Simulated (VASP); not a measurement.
# F (Cmce) in VASP: notebook, part 2 of 2

VASP 6.6.1. The steps go on from the part before.

## 3. Single point, PBEsol (strain +0.030 along x and y, +0.030 along z)

INCAR

```
PREC     = Accurate       # precision mode
ENCUT    = 520            # plane-wave cutoff, eV
EDIFF    = 1E-6           # SCF threshold, eV
ISMEAR   = 0              # smearing method
SIGMA    = 0.05           # smearing width, eV
LREAL    = F              # projectors in reciprocal space
LASPH    = T              # aspherical terms in the spheres
NELM     = 60             # most SCF steps
ALGO     = Normal         # electronic algorithm
ISIF     = 2              # what is computed and relaxed
LWAVE    = F              # write WAVECAR
LCHARG   = F              # write CHGCAR
GGA      = PS             # functional
NBANDS   = 22             # bands
```

KPOINTS

```
Automatic mesh
0
Gamma
  6 6 4
```

POSCAR

```
F
1.0
    3.6463215400     -2.1546580300      0.0000000000
    3.6463215400      2.1546580300      0.0000000000
    0.0000000000      0.0000000000      6.5669977800
F
4
Direct
    0.9125420000      0.0874580000      0.0960130000
    0.5874580000      0.4125420000      0.5960130000
    0.4125420000      0.5874580000      0.4039870000
    0.0874580000      0.9125420000      0.9039870000
```

Potentials or basis: VASP PAW PBE potentials, release 64 (F).

The run is started by

```
$ cat potpaw_PBE.64/F/POTCAR > POTCAR
$ mpirun -np 1 vasp_std > vasp.out
```

OUTCAR:

```text
PREC = Accurate
   ENCUT = 520
   EDIFF = 1E-6
   ISMEAR = 0
   LREAL = F
   LASPH = T
   NELM = 60
   ISIF = 2
   GGA = PS

 ion  position               nearest neighbor table
   1  0.913  0.087  0.096-   4 1.47
   2  0.587  0.413  0.596-   3 1.47
   3  0.413  0.587  0.404-   2 1.47
   4  0.087  0.913  0.904-   1 1.47

  LATTYP: Found a base centered orthorhombic cell.
 ALAT       =     4.3093160600
 B/A-ratio  =     1.6922971020
 C/A-ratio  =     1.5239072021

  Lattice vectors:

 A1 = (  -3.6463215400,  -2.1546580300,   0.0000000000)
 A2 = (   3.6463215400,  -2.1546580300,   0.0000000000)
 A3 = (   0.0000000000,   0.0000000000,   6.5669977800)

Analysis of symmetry for initial positions (statically):
=====================================================================
 Subroutine PRICEL returns:
 Original cell was already a primitive cell.
[... 163 lines left out ...]
 maximum number of plane-waves:      2798
   NGX = 15   NGY = 15   NGZ = 25

 number of electron      27.9999986 magnetization

 Free energy of the ion-electron system (eV)
  ---------------------------------------------------
  ext. energy  EPLUGINS =         0.00000000
  ---------------------------------------------------
  free energy    TOTEN  =        -7.68082836 eV

  energy without entropy =       -7.68082836  energy(sigma->0) =       -7.68082836

 E-fermi :  -6.7513     XC(G=0):  -5.6342

 val. band max:       -7.0348855006   @ k =   0.5000   0.5000   0.0000
 cond. band min:      -4.4450464267   @ k =   0.0000   0.0000   0.0000
 fundamental gap:      2.5898390739
 Fermi energy:        -6.7512759718

 k-point     1 :       0.0000    0.0000    0.0000
  band No.  band energies     occupation
      1     -30.8789      2.00000
      2     -30.8113      2.00000
      3     -25.5102      2.00000
      4     -25.3735      2.00000
      5     -12.8838      2.00000
      6     -12.6448      2.00000
[... 589 lines left out ...]
     21       8.1887      0.00000
     22       8.4277      0.00000

 [... further k-points ...]
[... 5 lines left out ...]
  --------------------------------------------------------------------------------------
  -------------------------------------------------------------------------------------
  Total       -0.2738292     -1.7426689     -4.0751886      0.0000000      0.0000000      0.0000000
  in kB       -4.2516760    -27.0579742    -63.2744121      0.0000000      0.0000000      0.0000000
  external PRESSURE =     -31.5280207 kB  Pullay stress =       0.0000000 kB

 VOLUME and BASIS-vectors are now :
 -----------------------------------------------------------------------------
  energy-cutoff  :      520.00
  volume of cell :      103.19
      direct lattice vectors                 reciprocal lattice vectors
     3.646321540 -2.154658030  0.000000000     0.137124495 -0.232055386  0.000000000
     3.646321540  2.154658030  0.000000000     0.137124495  0.232055386  0.000000000
     0.000000000  0.000000000  6.566997780     0.000000000  0.000000000  0.152276586

 POSITION                                       TOTAL-FORCE (eV/Angst)
 -----------------------------------------------------------------------------------
      3.64632     -1.77777      0.63052         0.000000     -0.898023     -1.491743
      3.64632     -0.37688      3.91402         0.000000      0.898023     -1.491743
      3.64632      0.37688      2.65298         0.000000     -0.898023      1.491743
      3.64632      1.77777      5.93648         0.000000      0.898023      1.491743
 -----------------------------------------------------------------------------------
    total drift:                                0.000000     -0.000000     -0.000000

  FREE ENERGIE OF THE ION-ELECTRON SYSTEM (eV)
  ---------------------------------------------------
  free  energy   TOTEN  =        -7.6808283569 eV

  energy  without entropy=       -7.6808283569  energy(sigma->0) =       -7.68082836
```

stdout:

```text
POSCAR found type information on POSCAR F
 POSCAR found :  1 types and       4 ions
 scaLAPACK will be used
 -----------------------------------------------------------------------------
|                                                                             |
|                                                                             |
|     You enforced a specific xc type in the INCAR file but a different       |
|     I HOPE YOU KNOW WHAT YOU ARE DOING!                                     |
|                                                                             |
 -----------------------------------------------------------------------------

 LDA part: xc-table for (Slater+PW92), standard interpolation
 POSCAR, INCAR and KPOINTS ok, starting setup
 FFT: planning ... GRIDC
 FFT: planning ... GRID_SOFT
 FFT: planning ... GRID
 WAVECAR not read
 entering main loop
```

Run time: 28 s. Hardware: 1 thread of Intel Xeon Platinum 8559C (Emerald Rapids), shared host; peak memory 0.23 GiB.

Results:

* Free energy: -7.6808 eV
* Pressure: -3.2 GPa
* Largest force: 1.741 eV/Å
* Band gap on the k mesh: 2.59 eV

Forces in eV/Å, atoms in the order of the input:
```
F    0.000 -0.898 -1.492
F    0.000  0.898 -1.492
F    0.000 -0.898  1.492
F    0.000  0.898  1.492
```

Stress tensor (GPa, compression positive):
```
-0.43  0.00  0.00
 0.00 -2.71  0.00
 0.00  0.00 -6.33
```

Levels at points of the mesh, in eV from the valence-band top:
```
           k point  band 10  band 11  band 12  band 13  band 14  band 15  band 16  band 17  band 18  band 19
(0.00, 0.00, 0.00)    -2.94    -0.31    -0.13    -0.05     0.00     2.59     2.89     8.51    11.60    12.19
(0.50, 0.00, 0.00)    -3.02    -0.13    -0.13    -0.11    -0.11     2.75     2.75    11.34    11.34    14.11
(0.50, 0.50, 0.00)    -2.98    -0.32    -0.23    -0.02     0.00     2.64     2.87    11.00    12.20    13.61
(0.00, 0.00, 0.50)    -2.98    -0.16    -0.16    -0.09    -0.09     2.71     2.71     9.45     9.45    15.53
(0.50, 0.00, 0.50)    -3.02    -0.12    -0.12    -0.09    -0.09     2.75     2.75    12.04    12.04    12.12
(0.50, 0.50, 0.50)    -3.02    -0.17    -0.17    -0.12    -0.12     2.74     2.74    11.71    11.71    13.02
```

Caveat: the cell differs from its parent crystal (strain +0.030 along x and y, +0.030 along z); the stress differs along the axes, from -6 to -0 GPa; the PAW data sets were made with another functional, which shifts forces and pressure a little. A k mesh can miss the band edges.
